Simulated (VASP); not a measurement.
# BN (I-4m2) in VASP: a series of runs

The runs below take BN through single point, with r2SCAN.

Program: VASP 6.6.1. These are calculated values, not measurements. Logs are shortened: lines on timing, memory, paths and dates and some standing lists are left out, and cuts for length are marked.

## (1) The cell of the first run

The structure is tetragonal, space group I-4m2 (No. 119). Conventional cell: a = 2.552 Å, b = 2.552 Å, c = 3.465 Å, α = 90.00°, β = 90.00°, γ = 90.00°. B (site symmetry -4m2) has 4 N at 1.54 Å within 2.1 Å. N (site symmetry -4m2) has 4 B at 1.54 Å within 2.1 Å.

## (2) Single point, r2SCAN (uniaxial z strain -4.0%)

Input file POSCAR:

```
BN
1.0
    0.0000000000      1.8048254650      1.7326324464
    1.8048254650      0.0000000000      1.7326324464
    1.8048254650      1.8048254650      0.0000000000
B N
1 1
Direct
    0.0000000000      0.0000000000      0.0000000000
    0.2500000000      0.2500000000      0.2500000000
```

Input file INCAR.step1:

```
PREC = Accurate
ENCUT = 520
ISMEAR = 0
SIGMA = 0.01
LREAL = F
LASPH = T
NELM = 100
NBANDS = 11
GGA = PE
ALGO = Normal
EDIFF = 1E-4
LWAVE = T
LCHARG = F
```

Input file INCAR.step2:

```
PREC = Accurate
ENCUT = 520
EDIFF = 1E-6
ISMEAR = 0
SIGMA = 0.01
LREAL = F
LASPH = T
NELM = 100
ALGO = Normal
ISIF = 2
LWAVE = F
LCHARG = F
METAGGA = R2SCAN
LMIXTAU = T
NBANDS = 11
ISTART = 1
```

Input file KPOINTS:

```
Automatic mesh
0
Gamma
  12 12 12
```

Potentials or basis: VASP PAW PBE potentials, release 64 (B, N).

Command:

```sh
$ cat potpaw_PBE.64/B/POTCAR potpaw_PBE.64/N/POTCAR > POTCAR
$ cp INCAR.step1 INCAR
$ mpirun -np 1 vasp_std > vasp.out
$ cp INCAR.step2 INCAR
$ mpirun -np 1 vasp_std > vasp.out
```

OUTCAR:

```text
PREC = Accurate
   ENCUT = 520
   EDIFF = 1E-6
   ISMEAR = 0
   LREAL = F
   LASPH = T
   NELM = 100
   ISIF = 2
   METAGGA = R2SCAN
   ISTART = 1

 ion  position               nearest neighbor table
   1  0.000  0.000  0.000-   2 1.54   2 1.54   2 1.54   2 1.54
   2  0.250  0.250  0.250-   1 1.54   1 1.54   1 1.54   1 1.54

  LATTYP: Found a body centered tetragonal cell.
 ALAT       =     2.5524086503
 C/A-ratio  =     1.3576450199

  Lattice vectors:

 A1 = (   0.0000000000,  -1.8048254650,  -1.7326324464)
 A2 = (   0.0000000000,   1.8048254650,  -1.7326324464)
 A3 = (   1.8048254650,   0.0000000000,   1.7326324464)

Analysis of symmetry for initial positions (statically):
=====================================================================
 Subroutine PRICEL returns:
 Original cell was already a primitive cell.

 Routine SETGRP: Setting up the symmetry group for a
 body centered tetragonal supercell.

 Subroutine GETGRP returns: Found  8 space group operations
 (whereof  8 operations were pure point group operations)
 out of a pool of 16 trial point group operations.

The static configuration has the point symmetry D_2d.

Analysis of symmetry for dynamics (positions and initial velocities):
=====================================================================
 Subroutine PRICEL returns:
 Original cell was already a primitive cell.

 Routine SETGRP: Setting up the symmetry group for a
 body centered tetragonal supercell.

 Subroutine GETGRP returns: Found  8 space group operations
 (whereof  8 operations were pure point group operations)
 out of a pool of 16 trial point group operations.

The dynamic configuration has the point symmetry D_2d.

 Subroutine INISYM returns: Found  8 space group operations
 (whereof  8 operations are pure point group operations),
 and found     1 'primitive' translations

----------------------------------------------------------------------------------------

                                     Primitive cell

  volume of cell :      11.2877

  direct lattice vectors                    reciprocal lattice vectors
     0.000000000  1.804825465  1.732632446    -0.277035098  0.277035098  0.288578227
     1.804825465  0.000000000  1.732632446     0.277035098 -0.277035098  0.288578227
     1.804825465  1.804825465  0.000000000     0.277035098  0.277035098 -0.288578227

  length of vectors
     2.501881323  2.501881323  2.552408650     0.486594579  0.486594579  0.486594579
[... 87 lines left out ...]
   ISIF   =      2    stress and relaxation
   ISYM   =      2    0-nonsym 1-usesym 2-fastsym
   POTIM  = 0.5000    time-step for ionic-motion
   TEBEG  =    0.0;   TEEND  =   0.0 temperature during run
   PSTRESS=    0.0 pullay stress
   NELECT =       8.0000    total number of electrons
   NUPDOWN=      -1.0000    fix difference up-down
   EMIN   =  10.00;   EMAX   =-10.00  energy-range for DOS
   EFERMI =   0.00;   METHOD = LEGACY
   ISMEAR =     0;   SIGMA  =   0.01  broadening in eV -4-tet -1-fermi 0-gaus
   EFERMI_NEDOS =   21; number of points for ismear=-14 and -15
   IALGO  =     38    algorithm
   IMIX   =      4    mixing-type and parameters
     AMIX     =   0.40;   BMIX     =  1.00
     AMIX_MAG =   1.60;   BMIX_MAG =  1.00
  volume/ion in A,a.u.               =       5.64        38.09
  Fermi-wavevector in a.u.,A,eV,Ry     =   1.459607  2.758257 28.986559  2.130452
  Thomas-Fermi vector in A             =   2.576154
   LORBIT       =      0    0 simple, 1 ext, 2 COOP (PROOUT), +10 PAW based schemes
   METAGGA = R2SCAN    functional components
   LHFCALC =     F    Hartree Fock is set to
   AEXX    =    0.0000 exact exchange contribution
   IVDW    =     0    specifies the selected vdW correction
   LEPSILON=     F    determine dielectric tensor
   LRPA    =     F    only Hartree local field effects (RPA)
 non-spin polarized calculation
 Gauss-broadening in eV      SIGMA  =   0.01
  energy-cutoff  :      520.00
  volume of cell :       11.29
 maximum number of plane-waves:       316
   NGX =  9   NGY =  9   NGZ =  9

 number of electron       7.9999998 magnetization

 Free energy of the ion-electron system (eV)
  ---------------------------------------------------
  ext. energy  EPLUGINS =         0.00000000
  ---------------------------------------------------
  free energy    TOTEN  =       -19.11708540 eV

  energy without entropy =      -19.11708540  energy(sigma->0) =      -19.11708540

 E-fermi :   8.1440     XC(G=0): -13.8897

 val. band max:        8.0765131153   @ k =   0.0000   0.0000   0.0000
 cond. band min:      12.3542555241   @ k =   0.5000   0.5000   0.0000
 fundamental gap:      4.2777424088
 Fermi energy:         8.1440129938

 k-point     1 :       0.0000    0.0000    0.0000
  band No.  band energies     occupation
      1     -14.0125      2.00000
      2       7.6814      2.00000
      3       7.6814      2.00000
      4       8.0765      2.00000
      5      17.3825      0.00000
      6      17.6769      0.00000
      7      17.6769      0.00000
      8      19.6561      0.00000
      9      34.8633      0.00000
     10      36.0228      0.00000
     11      37.5089      0.00000
[... 309 lines left out ...]
 k-point    24 :      -0.4167    0.1667    0.0000
  band No.  band energies     occupation
      1      -9.1052      2.00000
      2      -2.8935      2.00000
      3       3.7344      2.00000
      4       4.6621      2.00000
      5      17.5466      0.00000
      6      21.1255      0.00000
      7      21.7378      0.00000
      8      25.2882      0.00000
      9      30.4573      0.00000
     10      34.9693      0.00000
     11      37.0241      0.00000

 [... further k-points ...]

------------------------ aborting loop because EDIFF is reached ----------------------------------------

  FORCE on cell =-STRESS in cart. coord.  units (eV):
  Direction    XX          YY          ZZ          XY          YZ          ZX
  --------------------------------------------------------------------------------------
  -------------------------------------------------------------------------------------
  Total        0.6981661      0.6981661      2.5151535      0.0000000     -0.0000000      0.0000000
  in kB       99.0974560     99.0974560    357.0000087      0.0000000     -0.0000000      0.0000000
  external PRESSURE =     185.0649736 kB  Pullay stress =       0.0000000 kB

 VOLUME and BASIS-vectors are now :
 -----------------------------------------------------------------------------
  energy-cutoff  :      520.00
  volume of cell :       11.29
      direct lattice vectors                 reciprocal lattice vectors
     0.000000000  1.804825465  1.732632446    -0.277035098  0.277035098  0.288578227
     1.804825465  0.000000000  1.732632446     0.277035098 -0.277035098  0.288578227
     1.804825465  1.804825465  0.000000000     0.277035098  0.277035098 -0.288578227

 POSITION                                       TOTAL-FORCE (eV/Angst)
 -----------------------------------------------------------------------------------
      0.00000      0.00000      0.00000        -0.000000     -0.000000     -0.000000
      0.90241      0.90241      0.86632         0.000000      0.000000      0.000000
 -----------------------------------------------------------------------------------
    total drift:                                0.000001      0.000001     -0.000002

  FREE ENERGIE OF THE ION-ELECTRON SYSTEM (eV)
  ---------------------------------------------------
  free  energy   TOTEN  =       -19.1170854020 eV

  energy  without entropy=      -19.1170854020  energy(sigma->0) =      -19.11708540
```

OUTCAR.step1:

```text
PREC = Accurate
   ENCUT = 520
   ISMEAR = 0
   LREAL = F
   LASPH = T
[... 557 lines left out ...]
 -----------------------------------------------------------------------------------
      0.00000      0.00000      0.00000         0.000000      0.000000     -0.000000
      0.90241      0.90241      0.86632         0.000000     -0.000000      0.000000
 -----------------------------------------------------------------------------------
    total drift:                                0.000001      0.000001     -0.000002

  FREE ENERGIE OF THE ION-ELECTRON SYSTEM (eV)
  ---------------------------------------------------
  free  energy   TOTEN  =       -17.3842175576 eV

  energy  without entropy=      -17.3842175576  energy(sigma->0) =      -17.38421756
```

OSZICAR.step1:

```text
N       E                     dE             d eps       ncg     rms          rms(c)
DAV:   1     0.118458409182E+02    0.11846E+02   -0.50067E+03  3701   0.725E+02
DAV:   2    -0.178806769451E+02   -0.29727E+02   -0.28728E+02  4357   0.170E+02
DAV:   3    -0.184220904663E+02   -0.54141E+00   -0.54049E+00  4176   0.194E+01
DAV:   4    -0.184226885063E+02   -0.59804E-03   -0.59803E-03  3868   0.729E-01
DAV:   5    -0.184226889911E+02   -0.48480E-06   -0.48481E-06  3890   0.207E-02    0.697E+00
DAV:   6    -0.174862748922E+02    0.93641E+00   -0.28778E+00  3754   0.100E+01    0.343E+00
DAV:   7    -0.173995050087E+02    0.86770E-01   -0.12610E-01  4027   0.288E+00    0.199E+00
DAV:   8    -0.173839288505E+02    0.15576E-01   -0.37263E-02  4005   0.142E+00    0.217E-01
DAV:   9    -0.173841369927E+02   -0.20814E-03   -0.89580E-04  3778   0.261E-01    0.879E-02
DAV:  10    -0.173842175576E+02   -0.80565E-04   -0.11439E-04  3915   0.913E-02
   1 F= -.17384218E+02 E0= -.17384218E+02  d E =-.344967E-59
```

Wall time 1.9 min (1 thread of Intel Xeon 8259CL, shared host); peak memory 0.14 GiB.

What came out:

* Free energy: -19.1171 eV
* Pressure: 18.5 GPa
* Band gap on the k mesh: 4.28 eV (least direct gap 9.31 eV)

Caveat: the cell differs from its parent crystal (uniaxial z strain -4.0%); the cell stands under pressure; the PAW data sets were made with another functional, which shifts forces and pressure a little.

## (3) Single point, r2SCAN (uniaxial z strain -3.0%)

Input file POSCAR:

```
BN
1.0
    0.0000000000      1.8048254650      1.7506807011
    1.8048254650      0.0000000000      1.7506807011
    1.8048254650      1.8048254650      0.0000000000
B N
1 1
Direct
    0.0000000000      0.0000000000      0.0000000000
    0.2500000000      0.2500000000      0.2500000000
```

Input file INCAR.step1:

```
  PREC = Accurate
  ENCUT = 520
  ISMEAR = 0
  SIGMA = 0.01
  LREAL = False
  LASPH = True
  NELM = 100
  NBANDS = 11
  GGA = PE
  ALGO = Normal
  EDIFF = 1E-4
  LWAVE = True
  LCHARG = False
```

Input file INCAR.step2:

```
  PREC = Accurate
  ENCUT = 520
  EDIFF = 1E-6
  ISMEAR = 0
  SIGMA = 0.01
  LREAL = False
  LASPH = True
  NELM = 100
  ALGO = Normal
  ISIF = 2
  LWAVE = False
  LCHARG = False
  METAGGA = R2SCAN
  LMIXTAU = True
  NBANDS = 11
  ISTART = 1
```

KPOINTS is that of step 2.

Potentials or basis: VASP PAW PBE potentials, release 64 (B, N).

Command:

```sh
$ cat potpaw_PBE.64/B/POTCAR potpaw_PBE.64/N/POTCAR > POTCAR
$ cp INCAR.step1 INCAR
$ mpirun -np 1 vasp_std > vasp.out
$ cp INCAR.step2 INCAR
$ mpirun -np 1 vasp_std > vasp.out
```

OUTCAR:

```text
PREC = Accurate
   ENCUT = 520
   EDIFF = 1E-6
   ISMEAR = 0
   LREAL = False
   LASPH = True
   NELM = 100
   ISIF = 2
   METAGGA = R2SCAN
   ISTART = 1

 ion  position               nearest neighbor table
   1  0.000  0.000  0.000-   2 1.55   2 1.55   2 1.55   2 1.55
   2  0.250  0.250  0.250-   1 1.55   1 1.55   1 1.55   1 1.55

  LATTYP: Found a body centered tetragonal cell.
 ALAT       =     2.5524086503
 C/A-ratio  =     1.3717871555

  Lattice vectors:

 A1 = (   0.0000000000,  -1.8048254650,  -1.7506807011)
 A2 = (   0.0000000000,   1.8048254650,  -1.7506807011)
 A3 = (   1.8048254650,   0.0000000000,   1.7506807011)

Analysis of symmetry for initial positions (statically):
=====================================================================
 Subroutine PRICEL returns:
 Original cell was already a primitive cell.

 Routine SETGRP: Setting up the symmetry group for a
 body centered tetragonal supercell.

 Subroutine GETGRP returns: Found  8 space group operations
 (whereof  8 operations were pure point group operations)
 out of a pool of 16 trial point group operations.

The static configuration has the point symmetry D_2d.

Analysis of symmetry for dynamics (positions and initial velocities):
=====================================================================
 Subroutine PRICEL returns:
 Original cell was already a primitive cell.

 Routine SETGRP: Setting up the symmetry group for a
 body centered tetragonal supercell.

 Subroutine GETGRP returns: Found  8 space group operations
 (whereof  8 operations were pure point group operations)
 out of a pool of 16 trial point group operations.

The dynamic configuration has the point symmetry D_2d.

 Subroutine INISYM returns: Found  8 space group operations
 (whereof  8 operations are pure point group operations),
 and found     1 'primitive' translations

----------------------------------------------------------------------------------------

                                     Primitive cell

[... 118 lines left out ...]
   IVDW    =     0    specifies the selected vdW correction
   LEPSILON=     F    determine dielectric tensor
   LRPA    =     F    only Hartree local field effects (RPA)
 non-spin polarized calculation
 Gauss-broadening in eV      SIGMA  =   0.01
  energy-cutoff  :      520.00
  volume of cell :       11.41
 maximum number of plane-waves:       323
   NGX =  9   NGY =  9   NGZ =  9

 number of electron       7.9999998 magnetization

 Free energy of the ion-electron system (eV)
  ---------------------------------------------------
  ext. energy  EPLUGINS =         0.00000000
  ---------------------------------------------------
  free energy    TOTEN  =       -19.14027346 eV

  energy without entropy =      -19.14027346  energy(sigma->0) =      -19.14027346

 E-fermi :   8.0435     XC(G=0): -13.8334

 val. band max:        7.8784459110   @ k =   0.0000   0.0000   0.0000
 cond. band min:      12.3333790967   @ k =   0.5000   0.5000   0.0000
 fundamental gap:      4.4549331857
 Fermi energy:         8.0435307507

 k-point     1 :       0.0000    0.0000    0.0000
  band No.  band energies     occupation
      1     -14.0219      2.00000
      2       7.5805      2.00000
      3       7.5805      2.00000
      4       7.8784      2.00000
      5      17.2407      0.00000
      6      17.4601      0.00000
      7      17.4601      0.00000
      8      19.3436      0.00000
      9      34.5153      0.00000
     10      36.0408      0.00000
     11      37.4216      0.00000
[... 309 lines left out ...]
 k-point    24 :      -0.4167    0.1667    0.0000
  band No.  band energies     occupation
      1      -9.1686      2.00000
      2      -2.9523      2.00000
      3       3.5391      2.00000
      4       4.6502      2.00000
      5      17.4896      0.00000
      6      20.9508      0.00000
      7      21.3948      0.00000
      8      25.0056      0.00000
      9      30.2577      0.00000
     10      34.6950      0.00000
     11      36.6769      0.00000

 [... further k-points ...]

------------------------ aborting loop because EDIFF is reached ----------------------------------------

  FORCE on cell =-STRESS in cart. coord.  units (eV):
  Direction    XX          YY          ZZ          XY          YZ          ZX
  --------------------------------------------------------------------------------------
  -------------------------------------------------------------------------------------
  Total        0.5276578      0.5276578      1.9062490      0.0000000     -0.0000000     -0.0000000
  in kB       74.1234370     74.1234370    267.7829033      0.0000000     -0.0000000     -0.0000000
  external PRESSURE =     138.6765925 kB  Pullay stress =       0.0000000 kB

 VOLUME and BASIS-vectors are now :
 -----------------------------------------------------------------------------
  energy-cutoff  :      520.00
  volume of cell :       11.41
      direct lattice vectors                 reciprocal lattice vectors
     0.000000000  1.804825465  1.750680701    -0.277035098  0.277035098  0.285603194
     1.804825465  0.000000000  1.750680701     0.277035098 -0.277035098  0.285603194
     1.804825465  1.804825465  0.000000000     0.277035098  0.277035098 -0.285603194

 POSITION                                       TOTAL-FORCE (eV/Angst)
 -----------------------------------------------------------------------------------
      0.00000      0.00000      0.00000        -0.000000     -0.000000     -0.000000
      0.90241      0.90241      0.87534         0.000000      0.000000      0.000000
 -----------------------------------------------------------------------------------
    total drift:                                0.000001      0.000001     -0.000002

  FREE ENERGIE OF THE ION-ELECTRON SYSTEM (eV)
  ---------------------------------------------------
  free  energy   TOTEN  =       -19.1402734601 eV

  energy  without entropy=      -19.1402734601  energy(sigma->0) =      -19.14027346
```

OUTCAR.step1:

```text
PREC = Accurate
   ENCUT = 520
   ISMEAR = 0
   LREAL = False
   LASPH = True
[... 558 lines left out ...]
      0.00000      0.00000      0.00000         0.000000      0.000000     -0.000000
      0.90241      0.90241      0.87534        -0.000000     -0.000000      0.000000
 -----------------------------------------------------------------------------------
    total drift:                                0.000001      0.000001     -0.000002

  FREE ENERGIE OF THE ION-ELECTRON SYSTEM (eV)
  ---------------------------------------------------
  free  energy   TOTEN  =       -17.4095605448 eV

  energy  without entropy=      -17.4095605448  energy(sigma->0) =      -17.40956054
```

OSZICAR.step1:

```text
N       E                     dE             d eps       ncg     rms          rms(c)
DAV:   1     0.108734568638E+02    0.10873E+02   -0.50336E+03  3693   0.726E+02
DAV:   2    -0.179272248216E+02   -0.28801E+02   -0.27850E+02  4248   0.168E+02
DAV:   3    -0.184302039173E+02   -0.50298E+00   -0.50214E+00  4270   0.190E+01
DAV:   4    -0.184307612297E+02   -0.55731E-03   -0.55731E-03  3823   0.703E-01
DAV:   5    -0.184307616959E+02   -0.46622E-06   -0.46621E-06  3871   0.203E-02    0.691E+00
DAV:   6    -0.175079555855E+02    0.92281E+00   -0.28877E+00  3763   0.999E+00    0.339E+00
DAV:   7    -0.174245832775E+02    0.83372E-01   -0.12074E-01  4030   0.283E+00    0.197E+00
DAV:   8    -0.174092756565E+02    0.15308E-01   -0.36915E-02  3966   0.141E+00    0.212E-01
DAV:   9    -0.174094783056E+02   -0.20265E-03   -0.90875E-04  3793   0.260E-01    0.870E-02
DAV:  10    -0.174095605448E+02   -0.82239E-04   -0.11619E-04  3918   0.920E-02
   1 F= -.17409561E+02 E0= -.17409561E+02  d E =-.916363-172
```

It took 1.7 min on 1 thread of Intel Xeon 8259CL, shared host; peak memory 0.14 GiB.

Results:

| Quantity | Value |
| --- | --- |
| Free energy | -19.1403 eV |
| Pressure | 13.9 GPa |
| Band gap on the k mesh | 4.46 eV (least direct gap 9.36 eV) |

Stress tensor (GPa, compression positive):
```
 7.41  0.00  0.00
 0.00  7.41  0.00
 0.00  0.00 26.78
```

Caveat: the cell differs from its parent crystal (uniaxial z strain -3.0%); the cell stands under pressure; the PAW data sets were made with another functional, which shifts forces and pressure a little. A k mesh can miss the band edges.

(Continued in part 2 of 3.)
